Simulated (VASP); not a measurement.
# H12C5O3 in VASP: a series of runs

The runs below take H12C5O3 through single point, with PBEsol.

Everything below comes from runs of VASP 6.6.1. Logs are shortened: lines on timing, memory, paths and dates and some standing lists are left out, and cuts for length are marked.

### Step 1. The cell of the first run

The cell holds a disordered packing, 40 atoms: a = 8.193 Å, b = 8.193 Å, c = 8.193 Å, α = 90.00°, β = 90.00°, γ = 90.00°.

### Step 2. Single point, PBEsol

Input file INCAR:

```
  PREC = Accurate
  ENCUT = 1000
  EDIFF = 1E-6
  ISMEAR = -1
  SIGMA = 0.05
  LREAL = Auto
  LASPH = T
  NELM = 120
  ALGO = Normal
  ISIF = 2
  LWAVE = F
  LCHARG = F
  GGA = PS
  NBANDS = 76
  GGA_COMPAT = F
```

Input file KPOINTS:

```
Automatic mesh
0
Gamma
  1 1 1
```

Input file POSCAR:

```
H12C5O3
1.0
    8.1932130000      0.0000000000      0.0000000000
    0.0000000000      8.1932130000      0.0000000000
    0.0000000000      0.0000000000      8.1932130000
C H O
10 24 6
Direct
    0.8925802368      1.0607682237      0.8255003257
    0.9151843117      0.8770185762      0.8377787810
    0.3697938770      1.0058813313      0.8737597814
    0.4476143852      0.8762130314      0.7606905862
    0.8639223709      0.4344693590      0.3566854664
    0.3683292501      0.4002947317      0.0738660157
    0.5415335840      0.2350848196      0.5161223076
    0.0638211163      0.8280756280      0.3154073988
    0.4994743820      0.7844297469      0.2017157372
    0.8680843523      0.4569757920      0.8628116955
    0.8938251697      1.1039381010      0.7069876006
    0.7658656012      1.0857523172      0.8545975797
    0.9846076258      1.1221605004      0.9048464870
    0.9044315093      0.8189949413      0.9655064503
    0.8184823219      0.7992957098      0.7588720078
    1.0255195367      0.8225832772      0.7920336015
    0.3227793541      1.1013017726      0.7925828366
    0.2775956148      0.9437689463      0.9445622859
    0.4628342996      1.0627698804      0.9449650583
    0.4768947176      0.7613496683      0.8333238743
    0.3590288694      0.8297233332      0.6758154585
    0.5538730654      0.9217995431      0.6815152981
    0.9107416102      0.3389756863      0.2729820401
    0.9417917000      0.4790184266      0.4570612286
    0.4367151202      0.3589800485      0.1843965243
    0.4551083928      0.4452221613     -0.0157081233
    0.4319672880      0.2387830025      0.6003993793
    0.6466083574      0.3088776039      0.5501748826
    0.0650050231      0.9518732151      0.2648045401
    0.0579137879      0.7322768247      0.2108330395
    0.6232231482      0.7271262202      0.1957351774
    0.4824114789      0.9246555655      0.2224035919
    0.9667635884      0.3800340599      0.8128557136
    0.9082639497      0.5742313791      0.9162705766
    0.7350352054      0.5109106769      0.3384630669
    0.2270781926      0.3708801419      0.0526045155
    0.5631612409      0.1466945873      0.3977194295
    0.0703875268      0.7987098590      0.4576470794
    0.3832806495      0.6969671117      0.2032047745
    0.7230496754      0.4173210192      0.8557204603
```

Potentials or basis: VASP PAW PBE potentials, release 64 (C_h, H_h, O_h).

Launch:

```console
$ cat potpaw_PBE.64/C_h/POTCAR potpaw_PBE.64/H_h/POTCAR potpaw_PBE.64/O_h/POTCAR > POTCAR
$ mpirun -np 1 vasp_gam > vasp.out
```

OUTCAR:

```text
PREC = Accurate
   ENCUT = 1000
   EDIFF = 1E-6
   ISMEAR = -1
   LREAL = Auto
   LASPH = T
   NELM = 120
   ISIF = 2
   GGA = PS

 ion  position               nearest neighbor table
   1  0.893  0.061  0.826-  11 1.03  12 1.08  13 1.12   2 1.52
   2  0.915  0.877  0.838-  16 1.08  14 1.15  15 1.20   1 1.52
   3  0.370  0.006  0.874-  19 1.07  18 1.08  17 1.10
   4  0.448  0.876  0.761-  21 1.07  20 1.14  22 1.15
   5  0.864  0.434  0.357-  24 1.10  23 1.11  35 1.24
   6  0.368  0.400  0.074-  26 1.09  25 1.12  36 1.19
   7  0.542  0.235  0.516-  28 1.09  27 1.13  37 1.22
   8  0.064  0.828  0.315-  29 1.10  30 1.16  38 1.19
   9  0.499  0.784  0.202-  31 1.12  32 1.17  39 1.19
  10  0.868  0.457  0.863-  33 1.10  34 1.11  40 1.23
  11  0.894  0.104  0.707-   1 1.03
  12  0.766  0.086  0.855-   1 1.08
  13  0.985  0.122  0.905-   1 1.12
  14  0.904  0.819  0.966-   2 1.15
  15  0.818  0.799  0.759-   2 1.20
  16  0.026  0.823  0.792-   2 1.08
[... 22 lines left out ...]
  39  0.383  0.697  0.203-   9 1.19
  40  0.723  0.417  0.856-  10 1.23

  LATTYP: Found a simple cubic cell.
 ALAT       =     8.1932130000

  Lattice vectors:

 A1 = (   8.1932130000,   0.0000000000,   0.0000000000)
 A2 = (   0.0000000000,   8.1932130000,   0.0000000000)
 A3 = (   0.0000000000,   0.0000000000,   8.1932130000)

Analysis of symmetry for initial positions (statically):
=====================================================================
 Subroutine PRICEL returns:
 Original cell was already a primitive cell.

 Routine SETGRP: Setting up the symmetry group for a
 simple cubic supercell.

 Subroutine GETGRP returns: Found  1 space group operations
 (whereof  1 operations were pure point group operations)
 out of a pool of 48 trial point group operations.

The static configuration has the point symmetry C_1 .

Analysis of symmetry for dynamics (positions and initial velocities):
=====================================================================
 Subroutine PRICEL returns:
 Original cell was already a primitive cell.

 Routine SETGRP: Setting up the symmetry group for a
 simple cubic supercell.

 Subroutine GETGRP returns: Found  1 space group operations
 (whereof  1 operations were pure point group operations)
 out of a pool of 48 trial point group operations.

The dynamic configuration has the point symmetry C_1 .

 Subroutine INISYM returns: Found  1 space group operations
 (whereof  1 operations are pure point group operations),
 and found     1 'primitive' translations

----------------------------------------------------------------------------------------

                                     Primitive cell

  volume of cell :     550.0001

  direct lattice vectors                    reciprocal lattice vectors
     8.193213000  0.000000000  0.000000000     0.122052240  0.000000000  0.000000000
     0.000000000  8.193213000  0.000000000     0.000000000  0.122052240  0.000000000
     0.000000000  0.000000000  8.193213000     0.000000000  0.000000000  0.122052240

  length of vectors
     8.193213000  8.193213000  8.193213000     0.122052240  0.122052240  0.122052240

  position of ions in fractional coordinates (direct lattice)
     0.892580237  0.060768224  0.825500326
     0.915184312  0.877018576  0.837778781
     0.369793877  0.005881331  0.873759781
     0.447614385  0.876213031  0.760690586
     0.863922371  0.434469359  0.356685466
     0.368329250  0.400294732  0.073866016
[... 32 lines left out ...]
     0.383280650  0.696967112  0.203204775
     0.723049675  0.417321019  0.855720460

  ion indices of the primitive-cell ions
   primitive index   ion index
                 1           1
                 2           2
                 3           3
                 4           4
                 5           5
                 6           6
[... 32 lines left out ...]
                39          39
                40          40

----------------------------------------------------------------------------------------

 KPOINTS: Automatic mesh

Automatic generation of k-mesh.
 Grid dimensions read from file:
 generate k-points for:    1    1    1

 Generating k-lattice:

  Cartesian coordinates                     Fractional coordinates (reciprocal lattice)
     0.122052240  0.000000000  0.000000000     1.000000000  0.000000000  0.000000000
     0.000000000  0.122052240  0.000000000     0.000000000  1.000000000  0.000000000
     0.000000000  0.000000000  0.122052240     0.000000000  0.000000000  1.000000000

  Length of vectors
     0.122052240  0.122052240  0.122052240

  Shift w.r.t. Gamma in fractional coordinates (k-lattice)
     0.000000000  0.000000000  0.000000000

 Subroutine IBZKPT returns following result:
 ===========================================

 Found      1 irreducible k-points:

 Following reciprocal coordinates:
            Coordinates               Weight
  0.000000  0.000000  0.000000      1.000000
   k-points           NKPTS =      1   k-points in BZ     NKDIM =      1   number of bands    NBANDS=     76
   number of dos      NEDOS =    301   number of ions     NIONS =     40
   total plane-waves  NPLWV = 729000
   dimension x,y,z NGX =    90 NGY =   90 NGZ =   90
   dimension x,y,z NGXF=   180 NGYF=  180 NGZF=  180
   ions per type =              10  24   6
   NGX,Y,Z   is equivalent  to a cutoff of  18.26, 18.26, 18.26 a.u.
   NGXF,Y,Z  is equivalent  to a cutoff of  36.52, 36.52, 36.52 a.u.
 SYSTEM =  unknown system
   PREC   = accura    normal or accurate (medium, high low for compatibility)
   ISTART =      0    job   : 0-new  1-cont  2-samecut
   ICHARG =      2    charge: 1-file 2-atom 10-const
   ISPIN  =      1    spin polarized calculation?
   LNONCOLLINEAR =      F non collinear calculations
   LSORBIT =      F    spin-orbit coupling
   LASPH  =      T    aspherical Exc in radial PAW
   ENCUT  = 1000.0 eV  73.50 Ry    8.57 a.u.  21.13 21.13 21.13*2*pi/ulx,y,z
   NELM   =    120;   NELMIN=  2; NELMDL= -5     # of ELM steps
   EDIFF  = 0.1E-05   stopping-criterion for ELM
   LREAL  =      T    real-space projection
   EDIFFG = 0.1E-04   stopping-criterion for IOM
   NSW    =      0    number of steps for IOM
   IBRION =     -1    ionic relax: 0-MD 1-quasi-New 2-CG
   NFREE  =      0    steps in history (QN), initial steepest desc. (CG)
   ISIF   =      2    stress and relaxation
   ISYM   =      2    0-nonsym 1-usesym 2-fastsym
   POTIM  = 0.5000    time-step for ionic-motion
   TEBEG  =    0.0;   TEEND  =   0.0 temperature during run
   PSTRESS=    0.0 pullay stress
   NELECT =     100.0000    total number of electrons
   NUPDOWN=      -1.0000    fix difference up-down
   EMIN   =  10.00;   EMAX   =-10.00  energy-range for DOS
   EFERMI =   0.00;   METHOD = LEGACY
   ISMEAR =    -1;   SIGMA  =   0.05  broadening in eV -4-tet -1-fermi 0-gaus
   EFERMI_NEDOS =   21; number of points for ismear=-14 and -15
   IALGO  =     38    algorithm
   IMIX   =      4    mixing-type and parameters
     AMIX     =   0.40;   BMIX     =  1.00
     AMIX_MAG =   1.60;   BMIX_MAG =  1.00
  volume/ion in A,a.u.               =      13.75        92.79
  Fermi-wavevector in a.u.,A,eV,Ry     =   0.927443  1.752613 11.703060  0.860151
  Thomas-Fermi vector in A             =   2.053513
   LORBIT       =      0    0 simple, 1 ext, 2 COOP (PROOUT), +10 PAW based schemes
   GGA     = PS    functional components
   LHFCALC =     F    Hartree Fock is set to
   AEXX    =    0.0000 exact exchange contribution
   IVDW    =     0    specifies the selected vdW correction
   LEPSILON=     F    determine dielectric tensor
   LRPA    =     F    only Hartree local field effects (RPA)
 non-spin polarized calculation
  energy-cutoff  :     1000.00
  volume of cell :      550.00
 maximum number of plane-waves:     19804
 NGX is ok and might be reduce to    90
   NGX = 43   NGY = 43   NGZ = 43

 number of electron     100.0000000 magnetization

 Free energy of the ion-electron system (eV)
  ---------------------------------------------------
  ext. energy  EPLUGINS =         0.00000000
  ---------------------------------------------------
  free energy    TOTEN  =      -214.88915059 eV

  energy without entropy =     -214.88915059  energy(sigma->0) =     -214.88915059

 E-fermi :  -1.4859     XC(G=0):  -6.0062

 val. band max:       -2.6822325521   @ k =   0.0000   0.0000   0.0000
 cond. band min:      -0.2272519347   @ k =   0.0000   0.0000   0.0000
 fundamental gap:      2.4549806174
 Fermi energy:        -1.4859280283

 k-point     1 :       0.0000    0.0000    0.0000
  band No.  band energies     occupation
      1     -23.9054      2.00000
      2     -23.8300      2.00000
      3     -23.5531      2.00000
      4     -23.4406      2.00000
      5     -23.3773      2.00000
      6     -23.3415      2.00000
[... 54 lines left out ...]
     61       3.8448      0.00000
     62       3.9711      0.00000
 [bands above 62 left out]

------------------------ aborting loop because EDIFF is reached ----------------------------------------

  FORCE on cell =-STRESS in cart. coord.  units (eV):
  Direction    XX          YY          ZZ          XY          YZ          ZX
  --------------------------------------------------------------------------------------
  -------------------------------------------------------------------------------------
  Total        1.6358939     -2.1174621      1.8161174      2.0854708     -1.3348766      0.3696862
  in kB        4.7654397     -6.1682716      5.2904398      6.0750794     -3.8885615      1.0769140
  external PRESSURE =       1.2958693 kB  Pullay stress =       0.0000000 kB

 VOLUME and BASIS-vectors are now :
 -----------------------------------------------------------------------------
  energy-cutoff  :     1000.00
  volume of cell :      550.00
      direct lattice vectors                 reciprocal lattice vectors
     8.193213000  0.000000000  0.000000000     0.122052240  0.000000000  0.000000000
     0.000000000  8.193213000  0.000000000     0.000000000  0.122052240  0.000000000
     0.000000000  0.000000000  8.193213000     0.000000000  0.000000000  0.122052240

 POSITION                                       TOTAL-FORCE (eV/Angst)
 -----------------------------------------------------------------------------------
      7.31310      0.49789      6.76350         0.154983     -1.646638      2.332856
      7.49830      7.18560      6.86410        -2.045590     -2.400514     -0.312913
      3.02980      0.04819      7.15890         0.725514     -0.842130     -2.162519
      3.66740      7.17900      6.23250         0.865450     -0.369196      0.580043
      7.07830      3.55970      2.92240        -1.445432      2.017280     -0.058410
      3.01780      3.27970      0.60520         1.555702     -0.900584      1.013465
[... 32 lines left out ...]
      3.14030      5.71040      1.66490        -1.654022     -1.018295     -0.233578
      5.92410      3.41920      7.01110         1.564438      0.466375      0.085858
 -----------------------------------------------------------------------------------
    total drift:                               -0.004210     -0.001504      0.003015

  FREE ENERGIE OF THE ION-ELECTRON SYSTEM (eV)
  ---------------------------------------------------
  free  energy   TOTEN  =      -214.8891505903 eV

  energy  without entropy=     -214.8891505901  energy(sigma->0) =     -214.88915059
```

Wall time 2.4 min (1 thread of Intel Xeon 6975P-C (Granite Rapids), shared host); peak memory 1.2 GiB.

Results:

```yaml
Free_energy: -214.8892 eV
Pressure: 0.1 GPa
Largest_force: 3.169 eV/Å
Band_gap_on_the_k_mesh: 2.45 eV
```

Forces in eV/Å, atoms in the order of the input:
```
C    0.155 -1.647  2.333
C   -2.046 -2.401 -0.313
C    0.726 -0.842 -2.163
C    0.865 -0.369  0.580
C   -1.445  2.017 -0.058
C    1.556 -0.901  1.013
C    0.659 -1.007 -0.579
C    0.038 -0.854 -2.063
C    0.960  1.792  0.725
C   -1.742 -0.358 -0.227
H    0.796  0.702 -2.563
H   -0.352  0.428  0.929
H   -0.608  0.109 -0.315
H   -0.126  1.003 -0.874
H    1.141  1.497  1.241
H    1.124  0.282 -0.388
H   -0.574  0.179  0.253
H   -0.586  0.199  0.486
H    0.608  0.388  1.012
H    0.441  0.964 -0.523
H   -0.754 -0.071 -0.718
H   -0.774 -0.492  1.068
H   -0.197 -0.233 -0.111
H    0.573 -0.360  0.322
H   -0.275  0.132  0.389
H    0.196  0.773 -1.036
H    0.083 -0.158 -0.620
H    0.205  0.832  0.659
H    0.034  0.893 -0.033
H   -0.042  0.301  0.996
H    0.157  0.414 -0.169
H    0.516 -1.198 -0.320
H    0.210 -0.347 -0.109
H   -0.024  0.258  0.220
O    1.242 -1.324 -0.296
O   -1.603  0.058 -0.333
O   -1.010  0.299  0.626
O   -0.036 -0.410  1.104
O   -1.654 -1.018 -0.234
O    1.564  0.466  0.086
```

Stress tensor (GPa, compression positive):
```
 0.48  0.61  0.11
 0.61 -0.62 -0.39
 0.11 -0.39  0.53
```

Levels at points of the mesh, in eV from the valence-band top:
| k point | band 46 | band 47 | band 48 | band 49 | band 50 | band 51 | band 52 | band 53 | band 54 | band 55 |
| --- | --- | --- | --- | --- | --- | --- | --- | --- | --- | --- |
| (0.00, 0.00, 0.00) | -0.70 | -0.60 | -0.49 | -0.34 | 0.00 | 2.45 | 2.81 | 2.90 | 3.22 | 3.28 |

Caveat: the k points lie up to 0.77 Å⁻¹ apart; the PAW data sets were made with another functional, which shifts forces and pressure a little.

[end of part 1 of 3]
